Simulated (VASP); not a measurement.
# V (Im-3m) in VASP: notebook

Runs on V. Level: PBE. Tasks: single point.

All numbers are computed with VASP 6.6.1; they aren't measurements. Logs are shortened: lines on timing, memory, paths and dates and some standing lists are left out, and cuts for length are marked.

### 1 The cell of the first run

The structure is cubic, space group Im-3m (No. 229). Conventional cell: a = 3.049 Å, b = 3.049 Å, c = 3.049 Å, α = 90.00°, β = 90.00°, γ = 90.00°. V (site symmetry m-3m) has 14 V at 2.64 to 3.05 Å within 3.5 Å.

### 2 Single point, PBE, collinear spin, ferromagnetic start

INCAR

```
PREC     = Accurate       # precision mode
ENCUT    = 520            # plane-wave cutoff, eV
EDIFF    = 1E-6           # SCF threshold, eV
ISMEAR   = -1             # smearing method
SIGMA    = 0.05           # smearing width, eV
LREAL    = False          # projectors in reciprocal space
LASPH    = True           # aspherical terms in the spheres
NELM     = 150            # most SCF steps
ALGO     = Normal         # electronic algorithm
ISIF     = 2              # what is computed and relaxed
LWAVE    = False          # write WAVECAR
LCHARG   = False          # write CHGCAR
ISPIN    = 2              # spin polarisation
MAGMOM   = 2              # initial moments
LORBIT   = 11             # projections on sites
LMAXMIX  = 4              # l up to which the mixer works
GGA      = PE             # functional
NBANDS   = 16             # bands
```

KPOINTS

```
regular mesh
0
Gamma
  12 12 12
```

POSCAR

```
V
1.0
   -1.5243791002      1.5243791002      1.5243791002
    1.5243791002     -1.5243791002      1.5243791002
    1.5243791002      1.5243791002     -1.5243791002
V
1
Direct
    0.0000000000      0.0000000000      0.0000000000
```

Potentials or basis: VASP PAW PBE potentials, release 64 (V_sv).

Run with:

```sh
$ cat potpaw_PBE.64/V_sv/POTCAR > POTCAR
$ mpirun -np 1 vasp_std > vasp.out
```

OUTCAR:

```text
PREC = Accurate
   ENCUT = 520
   EDIFF = 1E-6
   ISMEAR = -1
   LREAL = False
   LASPH = True
   NELM = 150
   ISIF = 2
   ISPIN = 2
   LORBIT = 11
   GGA = PE

 ion  position               nearest neighbor table
   1  0.000  0.000  0.000-

  LATTYP: Found a body centered cubic cell.
 ALAT       =     3.0487582004

  Lattice vectors:

 A1 = (  -1.5243791002,   1.5243791002,   1.5243791002)
 A2 = (   1.5243791002,  -1.5243791002,   1.5243791002)
 A3 = (   1.5243791002,   1.5243791002,  -1.5243791002)

Analysis of symmetry for initial positions (statically):
=====================================================================
 Subroutine PRICEL returns:
 Original cell was already a primitive cell.

 Routine SETGRP: Setting up the symmetry group for a
 body centered cubic supercell.

 Subroutine GETGRP returns: Found 48 space group operations
 (whereof 48 operations were pure point group operations)
 out of a pool of 48 trial point group operations.

The static configuration has the point symmetry O_h .

Analysis of symmetry for dynamics (positions and initial velocities):
=====================================================================
 Subroutine PRICEL returns:
 Original cell was already a primitive cell.

 Routine SETGRP: Setting up the symmetry group for a
 body centered cubic supercell.

 Subroutine GETGRP returns: Found 48 space group operations
 (whereof 48 operations were pure point group operations)
 out of a pool of 48 trial point group operations.

The dynamic configuration has the point symmetry O_h .

Analysis of structural, dynamic, and magnetic symmetry:
=====================================================================
 Subroutine PRICEL returns:
 Original cell was already a primitive cell.

 Routine SETGRP: Setting up the symmetry group for a
 body centered cubic supercell.

 Subroutine GETGRP returns: Found 48 space group operations
 (whereof 48 operations were pure point group operations)
 out of a pool of 48 trial point group operations.

The overall configuration has the point symmetry O_h .

 Subroutine INISYM returns: Found 48 space group operations
 (whereof 48 operations are pure point group operations),
 and found     1 'primitive' translations

----------------------------------------------------------------------------------------

                                     Primitive cell

  volume of cell :      14.1690

  direct lattice vectors                    reciprocal lattice vectors
    -1.524379100  1.524379100  1.524379100     0.000000000  0.328002398  0.328002398
     1.524379100 -1.524379100  1.524379100     0.328002398  0.000000000  0.328002398
     1.524379100  1.524379100 -1.524379100     0.328002398  0.328002398  0.000000000

  length of vectors
     2.640302052  2.640302052  2.640302052     0.463865439  0.463865439  0.463865439

  position of ions in fractional coordinates (direct lattice)
     0.000000000  0.000000000  0.000000000

  ion indices of the primitive-cell ions
   primitive index   ion index
                 1           1

----------------------------------------------------------------------------------------

 KPOINTS: regular mesh

Automatic generation of k-mesh.
 Grid dimensions read from file:
 generate k-points for:   12   12   12

 Generating k-lattice:

  Cartesian coordinates                     Fractional coordinates (reciprocal lattice)
     0.000000000  0.027333533  0.027333533     0.083333333  0.000000000  0.000000000
     0.027333533  0.000000000  0.027333533     0.000000000  0.083333333  0.000000000
     0.027333533  0.027333533  0.000000000     0.000000000  0.000000000  0.083333333

  Length of vectors
     0.038655453  0.038655453  0.038655453

  Shift w.r.t. Gamma in fractional coordinates (k-lattice)
     0.000000000  0.000000000  0.000000000

 Subroutine IBZKPT returns following result:
 ===========================================

 Found     72 irreducible k-points:

 Following reciprocal coordinates:
            Coordinates               Weight
  0.000000  0.000000  0.000000      1.000000
  0.083333  0.000000  0.000000     12.000000
  0.166667  0.000000  0.000000     12.000000
  0.250000  0.000000  0.000000     12.000000
  0.333333  0.000000  0.000000     12.000000
  0.416667  0.000000  0.000000     12.000000
[... 16 lines left out ...]
  0.333333  0.083333  0.083333     24.000000
  0.416667  0.083333  0.083333     12.000000
 [... further k-points ...]
   k-points           NKPTS =     72   k-points in BZ     NKDIM =     72   number of bands    NBANDS=     16
   number of dos      NEDOS =    301   number of ions     NIONS =      1
   total plane-waves  NPLWV =   8000
   dimension x,y,z NGX =    20 NGY =   20 NGZ =   20
   dimension x,y,z NGXF=    40 NGYF=   40 NGZF=   40
   ions per type =               1
   NGX,Y,Z   is equivalent  to a cutoff of  12.59, 12.59, 12.59 a.u.
   NGXF,Y,Z  is equivalent  to a cutoff of  25.19, 25.19, 25.19 a.u.
 SYSTEM =  unknown system
   PREC   = accura    normal or accurate (medium, high low for compatibility)
   ISTART =      0    job   : 0-new  1-cont  2-samecut
   ICHARG =      2    charge: 1-file 2-atom 10-const
   ISPIN  =      2    spin polarized calculation?
   LNONCOLLINEAR =      F non collinear calculations
   LSORBIT =      F    spin-orbit coupling
   LASPH  =      T    aspherical Exc in radial PAW
   ENCUT  =  520.0 eV  38.22 Ry    6.18 a.u.   4.91  4.91  4.91*2*pi/ulx,y,z
   NELM   =    150;   NELMIN=  2; NELMDL= -5     # of ELM steps
   EDIFF  = 0.1E-05   stopping-criterion for ELM
   LREAL  =      F    real-space projection
[... 7 lines left out ...]
   TEBEG  =    0.0;   TEEND  =   0.0 temperature during run
   PSTRESS=    0.0 pullay stress
   NELECT =      13.0000    total number of electrons
   NUPDOWN=      -1.0000    fix difference up-down
   EMIN   =  10.00;   EMAX   =-10.00  energy-range for DOS
   EFERMI =   0.00;   METHOD = LEGACY
   ISMEAR =    -1;   SIGMA  =   0.05  broadening in eV -4-tet -1-fermi 0-gaus
   EFERMI_NEDOS =   21; number of points for ismear=-14 and -15
   IALGO  =     38    algorithm
   IMIX   =      4    mixing-type and parameters
     AMIX     =   0.40;   BMIX     =  1.00
     AMIX_MAG =   1.60;   BMIX_MAG =  1.00
  volume/ion in A,a.u.               =      14.17        95.62
  Fermi-wavevector in a.u.,A,eV,Ry     =   1.590778  3.006135 34.430567  2.530575
  Thomas-Fermi vector in A             =   2.689421
   LORBIT       =     11    0 simple, 1 ext, 2 COOP (PROOUT), +10 PAW based schemes
   GGA     = PE    functional components
   LHFCALC =     F    Hartree Fock is set to
   AEXX    =    0.0000 exact exchange contribution
   IVDW    =     0    specifies the selected vdW correction
   LEPSILON=     F    determine dielectric tensor
   LRPA    =     F    only Hartree local field effects (RPA)
 spin polarized calculation
  energy-cutoff  :      520.00
  volume of cell :       14.17
 maximum number of plane-waves:       394
   NGX =  9   NGY =  9   NGZ =  9

 number of electron      13.0000003 magnetization       0.0005295

 Free energy of the ion-electron system (eV)
  ---------------------------------------------------
  ext. energy  EPLUGINS =         0.00000000
  ---------------------------------------------------
  free energy    TOTEN  =        -8.97576029 eV

  energy without entropy =       -8.95761678  energy(sigma->0) =       -8.96668853

 E-fermi :   9.0864     XC(G=0): -12.6324

 val. band max:        9.0798284607   @ k =   0.2500   0.0000   0.0000
 cond. band min:       9.0916268282   @ k =  -0.4167   0.5000   0.1667
 fundamental gap:      0.0117983675
 Fermi energy:         9.0864140664

 spin component 1

 k-point     1 :       0.0000    0.0000    0.0000
  band No.  band energies     occupation
      1     -54.6895      1.00000
      2     -28.0658      1.00000
      3     -28.0658      1.00000
      4     -28.0658      1.00000
      5       2.6193      1.00000
      6       9.4912      0.00030
[... 8 lines left out ...]
     15      35.7924      0.00000
     16      39.6612      0.00000

 k-point     2 :       0.0833    0.0000    0.0000
  band No.  band energies     occupation
      1     -54.6788      1.00000
      2     -28.1190      1.00000
      3     -28.0822      1.00000
      4     -28.0661      1.00000
      5       2.8858      1.00000
      6       9.3820      0.00270
[... 8 lines left out ...]
     15      36.1984      0.00000
     16      37.3148      0.00000
[... 387 lines left out ...]
      5       6.4831      1.00000
      6       8.0395      1.00000
[... 8 lines left out ...]
     15      37.2380      0.00000
     16      38.4882      0.00000

 k-point    24 :       0.4167    0.0833    0.0833
  band No.  band energies     occupation
      1     -54.5250      1.00000
      2     -28.7781      1.00000
      3     -28.3418      1.00000
      4     -28.1197      1.00000
      5       6.5108      1.00000
      6       7.9680      1.00000
[... 8 lines left out ...]
     15      37.4077      0.00000
     16      37.9739      0.00000

 [... further k-points ...]

 spin component 2

 k-point     1 :       0.0000    0.0000    0.0000
  band No.  band energies     occupation
      1     -54.6891      1.00000
      2     -28.0654      1.00000
      3     -28.0654      1.00000
      4     -28.0654      1.00000
      5       2.6195      1.00000
      6       9.4917      0.00030
[... 8 lines left out ...]
     15      35.7926      0.00000
     16      39.6616      0.00000

 k-point     2 :       0.0833    0.0000    0.0000
  band No.  band energies     occupation
      1     -54.6784      1.00000
      2     -28.1186      1.00000
      3     -28.0818      1.00000
      4     -28.0657      1.00000
      5       2.8861      1.00000
      6       9.3825      0.00267
[... 8 lines left out ...]
     15      36.1986      0.00000
     16      37.3152      0.00000
[... 387 lines left out ...]
      5       6.4835      1.00000
      6       8.0400      1.00000
[... 8 lines left out ...]
     15      37.2383      0.00000
     16      38.4885      0.00000

 k-point    24 :       0.4167    0.0833    0.0833
  band No.  band energies     occupation
      1     -54.5246      1.00000
      2     -28.7777      1.00000
      3     -28.3414      1.00000
      4     -28.1193      1.00000
      5       6.5112      1.00000
      6       7.9685      1.00000
[... 8 lines left out ...]
     15      37.4080      0.00000
     16      37.9742      0.00000

 [... further k-points ...]
[... 5 lines left out ...]
  --------------------------------------------------------------------------------------
  -------------------------------------------------------------------------------------
  Total       -0.7278474     -0.7278474     -0.7278474      0.0000000      0.0000000     -0.0000000
  in kB      -82.3022990    -82.3022990    -82.3022990      0.0000000      0.0000000     -0.0000000
  external PRESSURE =     -82.3022990 kB  Pullay stress =       0.0000000 kB

 VOLUME and BASIS-vectors are now :
 -----------------------------------------------------------------------------
  energy-cutoff  :      520.00
  volume of cell :       14.17
      direct lattice vectors                 reciprocal lattice vectors
    -1.524379100  1.524379100  1.524379100     0.000000000  0.328002398  0.328002398
     1.524379100 -1.524379100  1.524379100     0.328002398  0.000000000  0.328002398
     1.524379100  1.524379100 -1.524379100     0.328002398  0.328002398  0.000000000

 POSITION                                       TOTAL-FORCE (eV/Angst)
 -----------------------------------------------------------------------------------
      0.00000      0.00000      0.00000         0.000000      0.000000      0.000000
 -----------------------------------------------------------------------------------
    total drift:                                0.000000      0.000000      0.000000

  FREE ENERGIE OF THE ION-ELECTRON SYSTEM (eV)
  ---------------------------------------------------
  free  energy   TOTEN  =        -8.9757602914 eV

  energy  without entropy=       -8.9576167762  energy(sigma->0) =       -8.96668853

 total charge

# of ion       s       p       d       tot
------------------------------------------
    1        2.327   6.206   3.036  11.568

 magnetization (x)

# of ion       s       p       d       tot
------------------------------------------
    1        0.000   0.000   0.000   0.000
```

Wall time 44 s (1 thread of Intel Xeon Platinum 8259CL at 2.50GHz (Skylake/Cascade Lake), shared host); peak memory 0.14 GiB.

Results:

```
Free energy                                           : -8.9758 eV
Pressure                                              : -8.2 GPa
Net moment                                            : 0.00 μB per cell
Valence electrons inside the program's atomic spheres : V 11.57
```

### 3 Single point, PBE, collinear spin, ferromagnetic start

This run uses another cell than the first one, of 14.45 Å³/atom, 1.020 times its volume.

INCAR

```
  PREC = Accurate
  ENCUT = 520
  EDIFF = 1E-6
  ISMEAR = -1
  SIGMA = 0.05
  LREAL = False
  LASPH = True
  NELM = 150
  ALGO = Fast
  ISIF = 2
  LWAVE = False
  LCHARG = False
  ISPIN = 2
  MAGMOM = 2
  LORBIT = 11
  LMAXMIX = 4
  GGA = PE
  NBANDS = 16
```

KPOINTS is that of step 2.

POSCAR

```
V
1.0
   -1.5342779432      1.5342779432      1.5342779432
    1.5342779432     -1.5342779432      1.5342779432
    1.5342779432      1.5342779432     -1.5342779432
V
1
Direct
    0.0000000000      0.0000000000      0.0000000000
```

Potentials or basis: VASP PAW PBE potentials, release 64 (V_sv).

Run with:

```sh
$ cat potpaw_PBE.64/V_sv/POTCAR > POTCAR
$ mpirun -np 1 vasp_std > vasp.out
```

OUTCAR:

```text
PREC = Accurate
   ENCUT = 520
   EDIFF = 1E-6
   ISMEAR = -1
   LREAL = False
   LASPH = True
   NELM = 150
   ISIF = 2
   ISPIN = 2
   LORBIT = 11
   GGA = PE

 ion  position               nearest neighbor table
   1  0.000  0.000  0.000-

  LATTYP: Found a body centered cubic cell.
 ALAT       =     3.0685558864

  Lattice vectors:

 A1 = (  -1.5342779432,   1.5342779432,   1.5342779432)
 A2 = (   1.5342779432,  -1.5342779432,   1.5342779432)
 A3 = (   1.5342779432,   1.5342779432,  -1.5342779432)

Analysis of symmetry for initial positions (statically):
=====================================================================
 Subroutine PRICEL returns:
 Original cell was already a primitive cell.

 Routine SETGRP: Setting up the symmetry group for a
 body centered cubic supercell.

 Subroutine GETGRP returns: Found 48 space group operations
 (whereof 48 operations were pure point group operations)
 out of a pool of 48 trial point group operations.

The static configuration has the point symmetry O_h .

Analysis of symmetry for dynamics (positions and initial velocities):
[... 184 lines left out ...]
      1     -54.9451      1.00000
      2     -28.3471      1.00000
      3     -28.3471      1.00000
      4     -28.3471      1.00000
      5       2.4366      1.00000
      6       9.2552      0.00036
[... 435 lines left out ...]
      5       6.3328      1.00000
      6       7.7712      1.00000
[... 8 lines left out ...]
     15      36.7747      0.00000
     16      37.4594      0.00000

 [... further k-points ...]

 spin component 2

 k-point     1 :       0.0000    0.0000    0.0000
  band No.  band energies     occupation
      1     -54.9438      1.00000
      2     -28.3457      1.00000
      3     -28.3457      1.00000
      4     -28.3457      1.00000
      5       2.4375      1.00000
      6       9.2569      0.00035
[... 435 lines left out ...]
      5       6.3339      1.00000
      6       7.7728      1.00000
[... 8 lines left out ...]
     15      36.7758      0.00000
     16      37.4604      0.00000

 [... further k-points ...]
[... 5 lines left out ...]
  --------------------------------------------------------------------------------------
  -------------------------------------------------------------------------------------
  Total       -0.9928679     -0.9928679     -0.9928679      0.0000000     -0.0000000      0.0000000
  in kB     -110.1108013   -110.1108013   -110.1108013      0.0000000     -0.0000000      0.0000000
  external PRESSURE =    -110.1108013 kB  Pullay stress =       0.0000000 kB

 VOLUME and BASIS-vectors are now :
 -----------------------------------------------------------------------------
  energy-cutoff  :      520.00
  volume of cell :       14.45
      direct lattice vectors                 reciprocal lattice vectors
    -1.534277943  1.534277943  1.534277943     0.000000000  0.325886194  0.325886194
     1.534277943 -1.534277943  1.534277943     0.325886194  0.000000000  0.325886194
     1.534277943  1.534277943 -1.534277943     0.325886194  0.325886194  0.000000000

 POSITION                                       TOTAL-FORCE (eV/Angst)
 -----------------------------------------------------------------------------------
      0.00000      0.00000      0.00000         0.000000      0.000000     -0.000000
 -----------------------------------------------------------------------------------
    total drift:                                0.000000     -0.000000      0.000000

  FREE ENERGIE OF THE ION-ELECTRON SYSTEM (eV)
  ---------------------------------------------------
  free  energy   TOTEN  =        -8.9591430645 eV

  energy  without entropy=       -8.9407029294  energy(sigma->0) =       -8.94992300

 total charge

# of ion       s       p       d       tot
------------------------------------------
    1        2.321   6.199   3.017  11.538

 magnetization (x)

# of ion       s       p       d       tot
------------------------------------------
    1        0.000   0.000   0.001   0.001
```

Run time: 50 s. Hardware: 1 thread of Intel Xeon Platinum 8259CL at 2.50GHz (Skylake/Cascade Lake), shared host; peak memory 0.14 GiB.

Results:

```
Free energy                                           : -8.9591 eV
Pressure                                              : -11.0 GPa
Net moment                                            : 0.00 μB per cell
Valence electrons inside the program's atomic spheres : V 11.54
```

(Part 1 of 2 ends here.)
